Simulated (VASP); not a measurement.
# AgCl: single point with PBEsol

AgCl:

```
CELL_PARAMETERS angstrom
3.42014 -0.09010 -0.09010
-0.09010 3.42014 -0.09010
-0.09010 -0.09010 3.42014
ATOMIC_POSITIONS crystal
Ag 0.00000 0.00000 0.00000
Cl 0.50000 0.50000 0.50000
```

| Property | Result |
| --- | --- |
| Program | VASP 6.6.1 |
| Task | single point |
| Functional | PBEsol |
| Potentials or basis | VASP PAW PBE potentials, release 64 (Ag, Cl) |
| Cutoff | 520 eV |
| k mesh | 12 × 12 × 12 |
| Occupations | gaussian, width 0.05 eV |
| Spin | no spin polarisation |

```json
{
 "Pressure": "-3.9 GPa",
 "Band gap on the k mesh": "0.28 eV, indirect (least direct gap 1.92 eV)"
}
```

Stress tensor (GPa, compression positive):
```
-3.92 -0.74 -0.74
-0.74 -3.92 -0.74
-0.74 -0.74 -3.92
```

Levels at points of the mesh, in eV from the valence-band top:
| k point | band 6 | band 7 | band 8 | band 9 | band 10 | band 11 | band 12 | band 13 |
| --- | --- | --- | --- | --- | --- | --- | --- | --- |
| (0.00, 0.00, 0.00) | -1.99 | -1.99 | -1.63 | -1.63 | 0.28 | 9.14 | 9.14 | 13.01 |
| (0.50, 0.00, 0.00) | -1.98 | -1.61 | -0.35 | 0.00 | 4.53 | 5.39 | 8.85 | 9.64 |
| (0.50, 0.50, 0.00) | -2.30 | -2.26 | -1.70 | -1.13 | 2.50 | 8.39 | 8.95 | 10.24 |
| (0.50, 0.50, 0.50) | -1.68 | -0.46 | -0.46 | -0.11 | 4.19 | 4.19 | 4.94 | 6.62 |

It took 100 s on 1 thread of AMD EPYC 7R43 64-Core Processor (Zen 3), with other jobs on the host, peak memory 0.21 GiB.

Caveat: the PAW data sets were made with another functional, which shifts forces and pressure a little. A k mesh can miss the band edges.
